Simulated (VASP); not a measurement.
# P2S (P4_2/nmc) in VASP: notebook, part 2 of 2

VASP 6.6.1.

## (4) Single point, PBE

This run uses another cell than the first one, of 16.95 Å³/atom, 0.997 times its volume.

File INCAR:

```
  ALGO = Normal
  EDIFF = 1E-6
  ENCUT = 520
  GGA = PE
  ISIF = 2
  ISMEAR = 0
  LASPH = T
  LCHARG = T
  LELF = T
  LREAL = F
  LVHAR = T
  LWAVE = F
  NBANDS = 25
  NELM = 100
  PREC = Accurate
  SIGMA = 0.1
```

File KPOINTS:

```
k-points
0
Gamma
  6 6 2
```

File POSCAR:

```
P2S
1.0
    3.3800206356      0.0000000000      0.0000000000
    0.0000000000      3.3800206356      0.0000000000
    0.0000000000      0.0000000000      8.8997799269
P S
4 2
Direct
    0.0000000000      0.5000000000      0.2973147183
    0.0000000000      0.5000000000      0.7973147183
    0.5000000000      0.0000000000      0.7026852817
    0.5000000000      0.0000000000      0.2026852817
    0.0000000000      0.0000000000      0.0000000000
    0.5000000000      0.5000000000      0.5000000000
```

Potentials or basis: VASP PAW PBE potentials, release 64 (P, S).

Command:

```console
$ cat potpaw_PBE.64/P/POTCAR potpaw_PBE.64/S/POTCAR > POTCAR
$ mpirun -np 1 vasp_std > vasp.out
```

OUTCAR:

```text
EDIFF = 1E-6
   ENCUT = 520
   GGA = PE
   ISIF = 2
   ISMEAR = 0
   LASPH = T
   LREAL = F
   NELM = 100
   PREC = Accurate

 ion  position               nearest neighbor table
   1  0.000  0.500  0.297-   6 2.47   6 2.47   4 2.53   4 2.53   4 2.53   4 2.53
   2  0.000  0.500  0.797-   5 2.47   5 2.47   3 2.53   3 2.53   3 2.53   3 2.53
   3  0.500  0.000  0.703-   6 2.47   6 2.47   2 2.53   2 2.53   2 2.53   2 2.53
   4  0.500  0.000  0.203-   5 2.47   5 2.47   1 2.53   1 2.53   1 2.53   1 2.53
   5  0.000  0.000  0.000-   2 2.47   4 2.47   2 2.47   4 2.47
   6  0.500  0.500  0.500-   1 2.47   3 2.47   3 2.47   1 2.47

  LATTYP: Found a simple tetragonal cell.
 ALAT       =     3.3800206356
 C/A-ratio  =     2.6330549089

  Lattice vectors:

 A1 = (   3.3800206356,   0.0000000000,   0.0000000000)
 A2 = (   0.0000000000,   3.3800206356,   0.0000000000)
 A3 = (   0.0000000000,   0.0000000000,   8.8997799269)

Analysis of symmetry for initial positions (statically):
=====================================================================
 Subroutine PRICEL returns:
 Original cell was already a primitive cell.

 Routine SETGRP: Setting up the symmetry group for a
 simple tetragonal supercell.

 Subroutine GETGRP returns: Found 16 space group operations
 (whereof  8 operations were pure point group operations)
 out of a pool of 16 trial point group operations.

The static configuration has the point symmetry D_2d.
 The point group associated with its full space group is D_4h.

Analysis of symmetry for dynamics (positions and initial velocities):
=====================================================================
 Subroutine PRICEL returns:
 Original cell was already a primitive cell.

 Routine SETGRP: Setting up the symmetry group for a
 simple tetragonal supercell.

 Subroutine GETGRP returns: Found 16 space group operations
 (whereof  8 operations were pure point group operations)
 out of a pool of 16 trial point group operations.

The dynamic configuration has the point symmetry D_2d.
 The point group associated with its full space group is D_4h.

 Subroutine INISYM returns: Found 16 space group operations
 (whereof  8 operations are pure point group operations),
 and found     1 'primitive' translations

----------------------------------------------------------------------------------------

                                     Primitive cell

  volume of cell :     101.6759

  direct lattice vectors                    reciprocal lattice vectors
     3.380020636  0.000000000  0.000000000     0.295856182  0.000000000  0.000000000
     0.000000000  3.380020636  0.000000000     0.000000000  0.295856182  0.000000000
     0.000000000  0.000000000  8.899779927     0.000000000  0.000000000  0.112362329

  length of vectors
     3.380020636  3.380020636  8.899779927     0.295856182  0.295856182  0.112362329

  position of ions in fractional coordinates (direct lattice)
     0.000000000  0.500000000  0.297314718
     0.000000000  0.500000000  0.797314718
     0.500000000  0.000000000  0.702685282
     0.500000000  0.000000000  0.202685282
     0.000000000  0.000000000  0.000000000
     0.500000000  0.500000000  0.500000000

[... 33 lines left out ...]
 Found     20 irreducible k-points:

 Following reciprocal coordinates:
            Coordinates               Weight
  0.000000  0.000000  0.000000      1.000000
  0.166667  0.000000  0.000000      4.000000
  0.333333  0.000000  0.000000      4.000000
  0.500000  0.000000  0.000000      2.000000
  0.166667  0.166667  0.000000      4.000000
  0.333333  0.166667  0.000000      8.000000
[... 12 lines left out ...]
  0.500000  0.333333  0.500000      4.000000
  0.500000  0.500000  0.500000      1.000000
   k-points           NKPTS =     20   k-points in BZ     NKDIM =     20   number of bands    NBANDS=     25
   number of dos      NEDOS =    301   number of ions     NIONS =      6
   total plane-waves  NPLWV =  54880
   dimension x,y,z NGX =    28 NGY =   28 NGZ =   70
   dimension x,y,z NGXF=    56 NGYF=   56 NGZF=  140
   ions per type =               4   2
   NGX,Y,Z   is equivalent  to a cutoff of  13.77, 13.77, 13.08 a.u.
   NGXF,Y,Z  is equivalent  to a cutoff of  27.54, 27.54, 26.15 a.u.
 SYSTEM =  unknown system
   PREC   = accura    normal or accurate (medium, high low for compatibility)
   ISTART =      0    job   : 0-new  1-cont  2-samecut
   ICHARG =      2    charge: 1-file 2-atom 10-const
   ISPIN  =      1    spin polarized calculation?
   LNONCOLLINEAR =      F non collinear calculations
   LSORBIT =      F    spin-orbit coupling
   LASPH  =      T    aspherical Exc in radial PAW
   ENCUT  =  520.0 eV  38.22 Ry    6.18 a.u.   6.28  6.28 16.55*2*pi/ulx,y,z
   NELM   =    100;   NELMIN=  2; NELMDL= -5     # of ELM steps
   EDIFF  = 0.1E-05   stopping-criterion for ELM
   LREAL  =      F    real-space projection
   EDIFFG = 0.1E-04   stopping-criterion for IOM
   NSW    =      0    number of steps for IOM
   IBRION =     -1    ionic relax: 0-MD 1-quasi-New 2-CG
   NFREE  =      0    steps in history (QN), initial steepest desc. (CG)
   ISIF   =      2    stress and relaxation
   ISYM   =      2    0-nonsym 1-usesym 2-fastsym
   POTIM  = 0.5000    time-step for ionic-motion
   TEBEG  =    0.0;   TEEND  =   0.0 temperature during run
   PSTRESS=    0.0 pullay stress
   NELECT =      32.0000    total number of electrons
   NUPDOWN=      -1.0000    fix difference up-down
   EMIN   =  10.00;   EMAX   =-10.00  energy-range for DOS
   EFERMI =   0.00;   METHOD = LEGACY
   ISMEAR =     0;   SIGMA  =   0.10  broadening in eV -4-tet -1-fermi 0-gaus
   EFERMI_NEDOS =   21; number of points for ismear=-14 and -15
   IALGO  =     38    algorithm
   IMIX   =      4    mixing-type and parameters
     AMIX     =   0.40;   BMIX     =  1.00
     AMIX_MAG =   1.60;   BMIX_MAG =  1.00
  volume/ion in A,a.u.               =      16.95       114.36
  Fermi-wavevector in a.u.,A,eV,Ry     =   1.113573  2.104349 16.871845  1.240046
  Thomas-Fermi vector in A             =   2.250160
   LORBIT       =      0    0 simple, 1 ext, 2 COOP (PROOUT), +10 PAW based schemes
   GGA     = PE    functional components
   LHFCALC =     F    Hartree Fock is set to
   AEXX    =    0.0000 exact exchange contribution
   IVDW    =     0    specifies the selected vdW correction
   LEPSILON=     F    determine dielectric tensor
   LRPA    =     F    only Hartree local field effects (RPA)
 non-spin polarized calculation
 Gauss-broadening in eV      SIGMA  =   0.10
  energy-cutoff  :      520.00
  volume of cell :      101.68
 maximum number of plane-waves:      2754
 NGX is ok and might be reduce to    28
   NGX = 13   NGY = 13   NGZ = 33

 number of electron      31.9999999 magnetization

 Free energy of the ion-electron system (eV)
  ---------------------------------------------------
  ext. energy  EPLUGINS =         0.00000000
  ---------------------------------------------------
  free energy    TOTEN  =       -26.82051606 eV

  energy without entropy =      -26.81125488  energy(sigma->0) =      -26.81588547

 E-fermi :   7.6475     XC(G=0): -10.5273

 val. band max:        7.6279083378   @ k =   0.3333   0.1667   0.5000
 cond. band min:       7.7131242124   @ k =   0.0000   0.0000   0.0000
 fundamental gap:      0.0852158746
 Fermi energy:         7.6474680411

 k-point     1 :       0.0000    0.0000    0.0000
  band No.  band energies     occupation
      1      -8.7494      2.00000
      2      -7.2821      2.00000
      3      -7.0194      2.00000
      4      -3.5013      2.00000
      5      -1.3307      2.00000
      6       2.7797      2.00000
[... 549 lines left out ...]
     24      11.0705      0.00000
     25      16.6873      0.00000

------------------------ aborting loop because EDIFF is reached ----------------------------------------

  FORCE on cell =-STRESS in cart. coord.  units (eV):
  Direction    XX          YY          ZZ          XY          YZ          ZX
  --------------------------------------------------------------------------------------
  -------------------------------------------------------------------------------------
  Total       -0.1189063     -0.1189063     -0.1231116      0.0000000      0.0000000     -0.0000000
  in kB       -1.8736889     -1.8736889     -1.9399553      0.0000000      0.0000000     -0.0000000
  external PRESSURE =      -1.8957777 kB  Pullay stress =       0.0000000 kB

 VOLUME and BASIS-vectors are now :
 -----------------------------------------------------------------------------
  energy-cutoff  :      520.00
  volume of cell :      101.68
      direct lattice vectors                 reciprocal lattice vectors
     3.380020636  0.000000000  0.000000000     0.295856182  0.000000000  0.000000000
     0.000000000  3.380020636  0.000000000     0.000000000  0.295856182  0.000000000
     0.000000000  0.000000000  8.899779927     0.000000000  0.000000000  0.112362329

 POSITION                                       TOTAL-FORCE (eV/Angst)
 -----------------------------------------------------------------------------------
      0.00000      1.69001      2.64604         0.000000      0.000000      0.001356
      0.00000      1.69001      7.09593        -0.000000      0.000000      0.001356
      1.69001      0.00000      6.25374         0.000000      0.000000     -0.001356
      1.69001      0.00000      1.80385        -0.000000      0.000000     -0.001356
      0.00000      0.00000      0.00000        -0.000000      0.000000      0.000000
      1.69001      1.69001      4.44989        -0.000000     -0.000000      0.000000
 -----------------------------------------------------------------------------------
    total drift:                               -0.000000      0.000000      0.000000

  FREE ENERGIE OF THE ION-ELECTRON SYSTEM (eV)
  ---------------------------------------------------
  free  energy   TOTEN  =       -26.8205160621 eV

  energy  without entropy=      -26.8112548821  energy(sigma->0) =      -26.81588547
```

OSZICAR:

```text
N       E                     dE             d eps       ncg     rms          rms(c)
DAV:   1     0.110891220900E+03    0.11089E+03   -0.13505E+04  1000   0.111E+03
DAV:   2    -0.186380672727E+02   -0.12953E+03   -0.12092E+03  1253   0.182E+02
DAV:   3    -0.267516414145E+02   -0.81136E+01   -0.77541E+01  1325   0.429E+01
DAV:   4    -0.269225022455E+02   -0.17086E+00   -0.16961E+00  1190   0.679E+00
DAV:   5    -0.269266602030E+02   -0.41580E-02   -0.41532E-02  1301   0.101E+00    0.155E+01
DAV:   6    -0.268427111743E+02    0.83949E-01   -0.75893E-02  1165   0.130E+00    0.946E+00
DAV:   7    -0.268210653293E+02    0.21646E-01   -0.97668E-02  1238   0.159E+00    0.426E-01
DAV:   8    -0.268204772514E+02    0.58808E-03   -0.12766E-02  1139   0.598E-01    0.234E-01
DAV:   9    -0.268203952266E+02    0.82025E-04   -0.96164E-04  1322   0.158E-01    0.122E-01
DAV:  10    -0.268204950969E+02   -0.99870E-04   -0.23794E-04  1170   0.761E-02    0.311E-02
DAV:  11    -0.268205136669E+02   -0.18570E-04   -0.21010E-05  1211   0.256E-02    0.114E-02
DAV:  12    -0.268205150159E+02   -0.13490E-05   -0.42740E-06  1155   0.103E-02    0.493E-03
DAV:  13    -0.268205160200E+02   -0.10041E-05   -0.18197E-06   990   0.695E-03    0.192E-03
DAV:  14    -0.268205160621E+02   -0.42050E-07   -0.97672E-08   569   0.170E-03
   1 F= -.26820516E+02 E0= -.26815885E+02  d E =-.926118E-02
```

Run time: 82 s. Hardware: 1 thread of AMD EPYC 7R43 (Zen 3), shared host; peak memory 0.18 GiB.

Results:

```
Free energy            : -26.8205 eV
Pressure               : -0.2 GPa
Band gap on the k mesh : zero (band 16 reaches 8.06 eV, above the bottom of band 17 at 6.87 eV)
```

## (5) Overview

```tsv
task	cell	k mesh	cutoff (eV)	gap on the mesh (eV)	pressure (GPa)
single point	a = 3.329, b = 3.329, c = 9.199 Å, 6 atoms	12 × 12 × 4	520	none	-0.1
relaxation of cell and atoms	relaxed from a = 3.380, b = 3.380, c = 8.900 Å, 6 atoms	12 × 12 × 4	600	none	0.0
single point	a = 3.380, b = 3.380, c = 8.900 Å, 6 atoms	6 × 6 × 2	520	none	-0.2
```

Alike in all rows: level PBE; potentials or basis VASP PAW PBE potentials, release 64 (P, S); no spin polarisation; smearing gaussian 0.1 eV.

Absolute energies hang on the potentials; compare differences alone.
